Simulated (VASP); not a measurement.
# NaCl (P4/mmm) in VASP: further runs

Aim: see how the results for NaCl move with the level of theory and the settings. Levels: PBE, r2SCAN. Tasks: single point.

Program: VASP 6.6.1. These are calculated values, not measurements. Logs are shortened: lines on timing, memory, paths and dates and some standing lists are left out, and cuts for length are marked.

### Step 1. The cell of the first run

Symmetry: P4/mmm, No. 123, tetragonal system. Conventional cell: a = 3.533 Å, b = 3.533 Å, c = 3.460 Å, α = 90.00°, β = 90.00°, γ = 90.00°. Na (site symmetry 4/mmm) has 8 Cl at 3.04 Å and 6 Na at 3.46 to 3.53 Å within 4.0 Å. Within 4.0 Å of Cl (site symmetry 4/mmm) lie 8 Na at 3.04 Å and 6 Cl at 3.46 to 3.53 Å.

### Step 2. Single point, PBE (biaxial xy strain +2.1%)

Input file INCAR:

```
SYSTEM = NaCl
PREC = Accurate
ENCUT = 520
EDIFF = 1E-6
ISMEAR = -1
SIGMA = 0.02
LREAL = .False.
LASPH = .True.
NELM = 60
ALGO = Normal
ISIF = 2
LWAVE = .False.
LCHARG = .False.
GGA = PE
NBANDS = 14
```

Input file KPOINTS:

```
Automatic mesh
0
Gamma
  8 8 8
  0 0 0
```

Input file POSCAR:

```
NaCl
1.0
    3.5332341918      0.0000000000      0.0000000000
    0.0000000000      3.5332341918      0.0000000000
    0.0000000000      0.0000000000      3.4595458649
Na Cl
1 1
Direct
    0.0000000000      0.0000000000      0.0000000000
    0.5000000000      0.5000000000      0.5000000000
```

Potentials or basis: VASP PAW PBE potentials, release 64 (Na_pv, Cl).

The run is started by

```bash
> cat potpaw_PBE.64/Na_pv/POTCAR potpaw_PBE.64/Cl/POTCAR > POTCAR
> mpirun -np 1 vasp_std > vasp.out
```

OUTCAR:

```text
SYSTEM = NaCl
   PREC = Accurate
   ENCUT = 520
   EDIFF = 1E-6
   ISMEAR = -1
   LREAL = .False.
   LASPH = .True.
   NELM = 60
   ISIF = 2
   GGA = PE

 ion  position               nearest neighbor table
   1  0.000  0.000  0.000-
   2  0.500  0.500  0.500-

  LATTYP: Found a simple tetragonal cell.
 ALAT       =     3.5332341918
 C/A-ratio  =     0.9791442280

  Lattice vectors:

 A1 = (   3.5332341918,   0.0000000000,   0.0000000000)
 A2 = (   0.0000000000,   3.5332341918,   0.0000000000)
 A3 = (   0.0000000000,   0.0000000000,   3.4595458649)

Analysis of symmetry for initial positions (statically):
=====================================================================
 Subroutine PRICEL returns:
 Original cell was already a primitive cell.

 Routine SETGRP: Setting up the symmetry group for a
 simple tetragonal supercell.

 Subroutine GETGRP returns: Found 16 space group operations
 (whereof 16 operations were pure point group operations)
 out of a pool of 16 trial point group operations.

The static configuration has the point symmetry D_4h.

Analysis of symmetry for dynamics (positions and initial velocities):
=====================================================================
 Subroutine PRICEL returns:
 Original cell was already a primitive cell.

 Routine SETGRP: Setting up the symmetry group for a
 simple tetragonal supercell.

 Subroutine GETGRP returns: Found 16 space group operations
 (whereof 16 operations were pure point group operations)
 out of a pool of 16 trial point group operations.

The dynamic configuration has the point symmetry D_4h.

 Subroutine INISYM returns: Found 16 space group operations
 (whereof 16 operations are pure point group operations),
 and found     1 'primitive' translations

----------------------------------------------------------------------------------------

                                     Primitive cell

  volume of cell :      43.1881

  direct lattice vectors                    reciprocal lattice vectors
     3.533234192  0.000000000  0.000000000     0.283026809  0.000000000  0.000000000
     0.000000000  3.533234192  0.000000000     0.000000000  0.283026809  0.000000000
     0.000000000  0.000000000  3.459545865     0.000000000  0.000000000  0.289055280

  length of vectors
     3.533234192  3.533234192  3.459545865     0.283026809  0.283026809  0.289055280

  position of ions in fractional coordinates (direct lattice)
     0.000000000  0.000000000  0.000000000
     0.500000000  0.500000000  0.500000000

  ion indices of the primitive-cell ions
   primitive index   ion index
                 1           1
                 2           2

----------------------------------------------------------------------------------------

 KPOINTS: Automatic mesh

Automatic generation of k-mesh.
 Grid dimensions read from file:
 generate k-points for:    8    8    8

 Generating k-lattice:

  Cartesian coordinates                     Fractional coordinates (reciprocal lattice)
     0.035378351  0.000000000  0.000000000     0.125000000  0.000000000  0.000000000
     0.000000000  0.035378351  0.000000000     0.000000000  0.125000000  0.000000000
     0.000000000  0.000000000  0.036131910     0.000000000  0.000000000  0.125000000

  Length of vectors
     0.035378351  0.035378351  0.036131910

  Shift w.r.t. Gamma in fractional coordinates (k-lattice)
     0.000000000  0.000000000  0.000000000

 Subroutine IBZKPT returns following result:
 ===========================================

 Found     75 irreducible k-points:

 Following reciprocal coordinates:
            Coordinates               Weight
  0.000000  0.000000  0.000000      1.000000
  0.125000  0.000000  0.000000      4.000000
  0.250000  0.000000  0.000000      4.000000
  0.375000  0.000000  0.000000      4.000000
  0.500000  0.000000  0.000000      2.000000
  0.125000  0.125000  0.000000      4.000000
[... 16 lines left out ...]
  0.375000  0.125000  0.125000     16.000000
  0.500000  0.125000  0.125000      8.000000
 [... further k-points ...]
[... 42 lines left out ...]

 E-fermi :   0.8944     XC(G=0):  -8.4093

 val. band max:        0.4733221875   @ k =   0.5000   0.5000   0.0000
 cond. band min:       4.3430923111   @ k =   0.0000   0.0000   0.0000
 fundamental gap:      3.8697701237
 Fermi energy:         0.8943895813

 k-point     1 :       0.0000    0.0000    0.0000
  band No.  band energies     occupation
      1     -21.6966      2.00000
      2     -21.6927      2.00000
      3     -21.6927      2.00000
      4     -12.9699      2.00000
      5      -0.1559      2.00000
      6      -0.1559      2.00000
      7       0.0218      2.00000
      8       4.3431      0.00000
      9       8.8764      0.00000
     10       9.0774      0.00000
     11      15.9063      0.00000
     12      15.9063      0.00000
     13      16.0738      0.00000
     14      16.2615      0.00000

 k-point     2 :       0.1250    0.0000    0.0000
  band No.  band energies     occupation
      1     -21.6982      2.00000
      2     -21.6962      2.00000
      3     -21.6922      2.00000
      4     -12.9235      2.00000
      5      -0.6301      2.00000
      6      -0.1245      2.00000
      7       0.0520      2.00000
      8       4.7924      0.00000
      9       9.1379      0.00000
     10       9.2916      0.00000
     11      14.5189      0.00000
     12      14.8990      0.00000
     13      15.5020      0.00000
     14      16.5062      0.00000

 k-point     3 :       0.2500    0.0000    0.0000
  band No.  band energies     occupation
      1     -21.7115      2.00000
      2     -21.6950      2.00000
      3     -21.6910      2.00000
      4     -12.8075      2.00000
      5      -1.5325      2.00000
      6      -0.0466      2.00000
      7       0.1268      2.00000
      8       5.7085      0.00000
      9       9.6369      0.00000
     10       9.7242      0.00000
     11      13.2276      0.00000
     12      13.6295      0.00000
     13      15.3174      0.00000
     14      16.0357      0.00000
[... 324 lines left out ...]
 k-point    23 :       0.3750    0.1250    0.1250
  band No.  band energies     occupation
      1     -21.7225      2.00000
      2     -21.6993      2.00000
      3     -21.6941      2.00000
      4     -12.6066      2.00000
      5      -2.0975      2.00000
      6      -0.3038      2.00000
      7      -0.1437      2.00000
      8       7.2650      0.00000
      9       9.1483      0.00000
     10      10.3252      0.00000
     11      11.7822      0.00000
     12      12.9683      0.00000
     13      14.5756      0.00000
     14      16.3635      0.00000

 k-point    24 :       0.5000    0.1250    0.1250
  band No.  band energies     occupation
      1     -21.7277      2.00000
      2     -21.6988      2.00000
      3     -21.6935      2.00000
      4     -12.5576      2.00000
      5      -2.3557      2.00000
      6      -0.2528      2.00000
      7      -0.1005      2.00000
      8       8.1646      0.00000
      9       8.1995      0.00000
     10      10.4303      0.00000
     11      11.5619      0.00000
     12      13.0965      0.00000
     13      14.6529      0.00000
     14      15.8836      0.00000

 [... further k-points ...]
[... 5 lines left out ...]
  --------------------------------------------------------------------------------------
  -------------------------------------------------------------------------------------
  Total       -0.1630786     -0.1630786      0.2671554      0.0000000      0.0000000      0.0000000
  in kB       -6.0498356     -6.0498356      9.9108419      0.0000000      0.0000000      0.0000000
  external PRESSURE =      -0.7296098 kB  Pullay stress =       0.0000000 kB

 VOLUME and BASIS-vectors are now :
 -----------------------------------------------------------------------------
  energy-cutoff  :      520.00
  volume of cell :       43.19
      direct lattice vectors                 reciprocal lattice vectors
     3.533234192  0.000000000  0.000000000     0.283026809  0.000000000  0.000000000
     0.000000000  3.533234192  0.000000000     0.000000000  0.283026809  0.000000000
     0.000000000  0.000000000  3.459545865     0.000000000  0.000000000  0.289055280

 POSITION                                       TOTAL-FORCE (eV/Angst)
 -----------------------------------------------------------------------------------
      0.00000      0.00000      0.00000         0.000000      0.000000      0.000000
      1.76662      1.76662      1.72977         0.000000      0.000000      0.000000
 -----------------------------------------------------------------------------------
    total drift:                               -0.000000      0.000000      0.000000

  FREE ENERGIE OF THE ION-ELECTRON SYSTEM (eV)
  ---------------------------------------------------
  free  energy   TOTEN  =        -6.4657658168 eV

  energy  without entropy=       -6.4657658168  energy(sigma->0) =       -6.46576582
```

Run time: 18 s. Hardware: 1 thread of Intel Xeon Platinum 8488C (Sapphire Rapids), shared host; peak memory 0.17 GiB.

Results:

```yaml
Free_energy: -6.4658 eV
Pressure: -0.1 GPa
Band_gap_on_the_k_mesh: 3.87 eV, indirect (least direct gap 4.32 eV)
```

Levels at points of the mesh, in eV from the valence-band top:
```tsv
k point	band 3	band 4	band 5	band 6	band 7	band 8	band 9	band 10	band 11	band 12
(0.00, 0.00, 0.00)	-22.17	-13.44	-0.63	-0.63	-0.45	3.87	8.40	8.60	15.43	15.43
(0.50, 0.00, 0.00)	-22.16	-13.11	-3.00	-0.40	-0.24	6.84	8.39	10.44	11.59	12.00
(0.50, 0.50, 0.00)	-22.16	-12.86	-2.34	-2.34	0.00	5.38	9.91	10.93	10.93	12.73
(0.00, 0.00, 0.50)	-22.16	-13.06	-3.00	-0.37	-0.37	6.77	8.52	10.42	11.65	11.65
(0.50, 0.00, 0.50)	-22.16	-12.81	-2.35	-2.28	-0.12	5.50	9.73	10.79	10.98	12.39
(0.50, 0.50, 0.50)	-22.19	-12.56	-1.96	-1.89	-1.89	7.03	7.04	7.04	11.52	15.60
```

Caveat: the cell differs from its parent crystal (biaxial xy strain +2.1%). A k mesh can miss the band edges.

### Step 3. Single point, PBE (uniaxial z strain +4.9%)

Input file INCAR:

```
SYSTEM = NaCl
ALGO = Normal
EDIFF = 1E-6
ENCUT = 520
GGA = PE
ISIF = 2
ISMEAR = -1
LASPH = .TRUE.
LCHARG = .FALSE.
LREAL = .FALSE.
LWAVE = .FALSE.
NBANDS = 14
NELM = 100
PREC = Accurate
SIGMA = 0.02
```

Input file KPOINTS:

```
k-points
0
G
  8 8 8
  0 0 0
```

Input file POSCAR:

```
NaCl
1.0
    3.4595458649      0.0000000000      0.0000000000
    0.0000000000      3.4595458649      0.0000000000
    0.0000000000      0.0000000000      3.6290636123
Na Cl
1 1
Direct
    0.0000000000      0.0000000000      0.0000000000
    0.5000000000      0.5000000000      0.5000000000
```

Potentials or basis: VASP PAW PBE potentials, release 64 (Na_pv, Cl).

The run is started by

```bash
> cat potpaw_PBE.64/Na_pv/POTCAR potpaw_PBE.64/Cl/POTCAR > POTCAR
> mpirun -np 1 vasp_std > vasp.out
```

It took 18 s on 1 thread of Intel Xeon Platinum 8488C (Sapphire Rapids), shared host; peak memory 0.17 GiB.

The run converged. Its results:

| Quantity | Value |
| --- | --- |
| Free energy | -6.4534 eV |
| Pressure | -0.2 GPa |
| Band gap on the k mesh | 3.81 eV, indirect (least direct gap 4.26 eV) |

Stress tensor (GPa, compression positive):
```
 0.99  0.00  0.00
 0.00  0.99  0.00
 0.00  0.00 -2.52
```

Levels at points of the mesh, in eV from the valence-band top:
```csv
k point,band 3,band 4,band 5,band 6,band 7,band 8,band 9,band 10,band 11,band 12
"(0.00, 0.00, 0.00)",-22.20,-13.44,-0.84,-0.45,-0.45,3.81,8.31,8.71,14.98,15.56
"(0.50, 0.00, 0.00)",-22.19,-13.06,-2.99,-0.56,-0.20,6.70,8.45,10.43,11.16,12.07
"(0.50, 0.50, 0.00)",-22.19,-12.77,-2.29,-2.29,-0.27,5.61,9.48,10.76,10.76,12.02
"(0.00, 0.00, 0.50)",-22.21,-13.16,-3.00,-0.27,-0.27,6.90,8.17,10.46,11.93,11.93
"(0.50, 0.00, 0.50)",-22.20,-12.86,-2.41,-2.27,0.00,5.35,9.90,10.63,11.11,12.71
"(0.50, 0.50, 0.50)",-22.21,-12.56,-1.96,-1.96,-1.82,7.01,7.01,7.04,11.45,15.03
```

Caveat: the cell differs from its parent crystal (uniaxial z strain +4.9%). A k mesh can miss the band edges.

### Step 4. Single point, r2SCAN (biaxial xy strain +2.1%)

Input file POSCAR:

```
NaCl
1.0
    3.5332341918      0.0000000000      0.0000000000
    0.0000000000      3.5332341918      0.0000000000
    0.0000000000      0.0000000000      3.4595458649
Na Cl
1 1
Direct
    0.0000000000      0.0000000000      0.0000000000
    0.5000000000      0.5000000000      0.5000000000
```

Input file INCAR.step1:

```
PREC     = Accurate       # precision mode
ENCUT    = 520            # plane-wave cutoff, eV
ISMEAR   = 0              # smearing method
SIGMA    = 0.01           # smearing width, eV
LREAL    = F              # projectors in reciprocal space
LASPH    = T              # aspherical terms in the spheres
NELM     = 100            # most SCF steps
NBANDS   = 14             # bands
GGA      = PE             # functional
ALGO     = Normal         # electronic algorithm
EDIFF    = 1E-4           # SCF threshold, eV
LWAVE    = T              # write WAVECAR
LCHARG   = F              # write CHGCAR
```

Input file INCAR.step2:

```
PREC     = Accurate       # precision mode
ENCUT    = 520            # plane-wave cutoff, eV
EDIFF    = 1E-6           # SCF threshold, eV
ISMEAR   = 0              # smearing method
SIGMA    = 0.01           # smearing width, eV
LREAL    = F              # projectors in reciprocal space
LASPH    = T              # aspherical terms in the spheres
NELM     = 100            # most SCF steps
ALGO     = Normal         # electronic algorithm
ISIF     = 2              # what is computed and relaxed
LWAVE    = F              # write WAVECAR
LCHARG   = F              # write CHGCAR
METAGGA  = R2SCAN         # meta-GGA
LMIXTAU  = T            
NBANDS   = 14             # bands
ISTART   = 1
```

Input file KPOINTS:

```
Automatic mesh
0
Gamma
  8 8 8
```

The run is started by

```bash
> cat potpaw_PBE.64/Na_pv/POTCAR potpaw_PBE.64/Cl/POTCAR > POTCAR
> cp INCAR.step1 INCAR
> mpirun -np 1 vasp_std > vasp.out
> cp INCAR.step2 INCAR
> mpirun -np 1 vasp_std > vasp.out
```

Run time: 74 s. Hardware: 1 thread of Intel Xeon Platinum 8488C (Sapphire Rapids), shared host; peak memory 0.18 GiB.

The run converged. Its results:

```yaml
Free_energy: -13.4536 eV
Pressure: -1.3 GPa
Band_gap_on_the_k_mesh: 4.70 eV, indirect (least direct gap 5.16 eV)
```

Stress tensor (GPa, compression positive):
```
-1.89  0.00  0.00
 0.00 -1.89  0.00
 0.00  0.00 -0.21
```

Levels at points of the mesh, in eV from the valence-band top:
```csv
k point,band 3,band 4,band 5,band 6,band 7,band 8,band 9,band 10,band 11,band 12
"(0.00, 0.00, 0.00)",-22.92,-14.03,-0.65,-0.65,-0.46,4.70,9.00,9.21,16.35,16.68
"(0.50, 0.00, 0.00)",-22.92,-13.69,-3.02,-0.42,-0.25,7.61,9.35,11.19,12.37,12.80
"(0.50, 0.50, 0.00)",-22.92,-13.43,-2.39,-2.39,0.00,6.09,10.69,11.84,11.84,13.38
"(0.00, 0.00, 0.50)",-22.92,-13.64,-3.02,-0.39,-0.39,7.54,9.48,11.16,12.44,12.44
"(0.50, 0.00, 0.50)",-22.91,-13.38,-2.40,-2.33,-0.13,6.20,10.48,11.69,11.88,13.04
"(0.50, 0.50, 0.50)",-22.94,-13.12,-2.01,-1.95,-1.95,7.66,7.66,7.66,12.85,16.68
```

Caveat: the cell differs from its parent crystal (biaxial xy strain +2.1%); the PAW data sets were made with another functional, which shifts forces and pressure a little. A k mesh can miss the band edges.

### Step 5. Single point, r2SCAN (uniaxial z strain +4.9%)

Input file POSCAR:

```
NaCl
1.0
    3.4595458649      0.0000000000      0.0000000000
    0.0000000000      3.4595458649      0.0000000000
    0.0000000000      0.0000000000      3.6290636123
Na Cl
1 1
Direct
    0.0000000000      0.0000000000      0.0000000000
    0.5000000000      0.5000000000      0.5000000000
```

Input file INCAR.step1:

```
SYSTEM = NaCl
PREC     = Accurate       ! precision mode
ENCUT    = 520            ! plane-wave cutoff, eV
ISMEAR   = 0              ! smearing method
SIGMA    = 0.01           ! smearing width, eV
LREAL    = .False.        ! projectors in reciprocal space
LASPH    = .True.         ! aspherical terms in the spheres
NELM     = 100            ! most SCF steps
NBANDS   = 14             ! bands
GGA      = PE             ! functional
ALGO     = Normal         ! electronic algorithm
EDIFF    = 1E-4           ! SCF threshold, eV
LWAVE    = .True.         ! write WAVECAR
LCHARG   = .False.        ! write CHGCAR
```

Input file INCAR.step2:

```
SYSTEM = NaCl
PREC     = Accurate       ! precision mode
ENCUT    = 520            ! plane-wave cutoff, eV
EDIFF    = 1E-7           ! SCF threshold, eV
ISMEAR   = 0              ! smearing method
SIGMA    = 0.01           ! smearing width, eV
LREAL    = .False.        ! projectors in reciprocal space
LASPH    = .True.         ! aspherical terms in the spheres
NELM     = 100            ! most SCF steps
ALGO     = Normal         ! electronic algorithm
ISIF     = 2              ! what is computed and relaxed
LWAVE    = .False.        ! write WAVECAR
LCHARG   = .True.         ! write CHGCAR
METAGGA  = R2SCAN         ! meta-GGA
LMIXTAU  = .True.       
LELF     = .True.         ! ELF
LVHAR    = .True.       
NBANDS   = 14             ! bands
ISTART   = 1
```

Input file KPOINTS:

```
Automatic mesh
0
Gamma
  8 8 8
  0 0 0
```

The run is started by

```bash
> cat potpaw_PBE.64/Na_pv/POTCAR potpaw_PBE.64/Cl/POTCAR > POTCAR
> cp INCAR.step1 INCAR
> mpirun -np 1 vasp_std > vasp.out
> cp INCAR.step2 INCAR
> mpirun -np 1 vasp_std > vasp.out
```

Run time: 87 s. Hardware: 1 thread of Intel Xeon Platinum 8488C (Sapphire Rapids), shared host; peak memory 0.18 GiB.

It converged, with:

```yaml
Free_energy: -13.4386 eV
Pressure: -1.4 GPa
Band_gap_on_the_k_mesh: 4.63 eV, indirect (least direct gap 5.09 eV)
```

Stress tensor (GPa, compression positive):
```
-0.17  0.00  0.00
 0.00 -0.17  0.00
 0.00  0.00 -3.85
```

Levels at points of the mesh, in eV from the valence-band top:
```csv
k point,band 5,band 6,band 7,band 8,band 9,band 10
"(0.00, 0.00, 0.00)",-0.86,-0.46,-0.46,4.63,8.89,9.32
"(0.50, 0.00, 0.00)",-3.02,-0.59,-0.21,7.46,9.40,11.18
"(0.50, 0.50, 0.00)",-2.34,-2.34,-0.28,6.31,10.21,11.65
"(0.00, 0.00, 0.50)",-3.02,-0.28,-0.28,7.67,9.12,11.21
"(0.50, 0.00, 0.50)",-2.46,-2.32,0.00,6.06,10.68,11.54
"(0.50, 0.50, 0.50)",-2.01,-2.01,-1.87,7.64,7.64,7.65
```

Caveat: the cell differs from its parent crystal (uniaxial z strain +4.9%); the PAW data sets were made with another functional, which shifts forces and pressure a little. A k mesh can miss the band edges.

### Step 6. Overview

```tsv
level	cell	smearing	gap on the mesh (eV)	pressure (GPa)
PBE	a = 3.533, b = 3.533, c = 3.460 Å, 2 atoms	fermi-dirac 0.02 eV	3.87	-0.1
PBE	a = 3.460, b = 3.460, c = 3.629 Å, 2 atoms	fermi-dirac 0.02 eV	3.81	-0.2
r2SCAN	a = 3.533, b = 3.533, c = 3.460 Å, 2 atoms	gaussian 0.01 eV	4.70	-1.3
r2SCAN	a = 3.460, b = 3.460, c = 3.629 Å, 2 atoms	gaussian 0.01 eV	4.63	-1.4
```

Alike in all rows: task single point; potentials or basis VASP PAW PBE potentials, release 64 (Na_pv, Cl); no spin polarisation; k mesh 8 × 8 × 8; cutoff (eV) 520.

Caveats: the PAW data sets were made with another functional, which shifts forces and pressure a little (some runs).

Absolute energies hang on the potentials; compare differences alone.
